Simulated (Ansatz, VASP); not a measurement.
# Two plane-wave programs on MoS2

```xyz
9
Lattice="-1.5765 -2.7305 0.0000 1.5765 -2.7305 0.0000 0.2627 -1.3653 17.9896" Properties=species:S:1:pos:R:3 pbc="T T T"
Mo    0.0000   -5.4611   12.7747
Mo    0.0000   -1.8204    0.7817
Mo    0.0000   -3.6407    6.7782
S     0.0000   -5.4611    8.3410
S     0.0000   -1.8204   14.3376
S     0.0000   -3.6407    2.3445
S     0.0000   -5.4611    5.2138
S     0.0000   -1.8204   11.2103
S     0.0000   -3.6407   17.2069
```

Alike in both runs: task single point; functional PBE; dispersion D3(BJ); k mesh 10 × 10 × 2; occupations gaussian, width 0.05 eV; no spin polarisation.

|  | VASP | Ansatz |
| --- | --- | --- |
| version | VASP 6.6.1 | Ansatz 0.2.0 |
| potentials or method | VASP PAW PBE potentials, release 64 (Mo_sv, S), cutoff 520 eV | scalar-relativistic, plane waves, PAW |
| valence electrons in the cell | 78 | 78 |

```csv
,VASP,Ansatz,Ansatz less VASP
gap on the k mesh at the Fermi level (eV),0.25,0.25,0.000
least direct gap on the mesh (eV),0.26,0.26,+0.001
pressure (GPa),21.5,21.6,+0.10
"traceless stress, the component that is largest in VASP (GPa)",32.09,32.00,-0.091
rms of the force components (eV/Å),9.252,9.215,-0.0367
```

Atom by atom the forces differ by 0.039 eV/Å (rms over components).
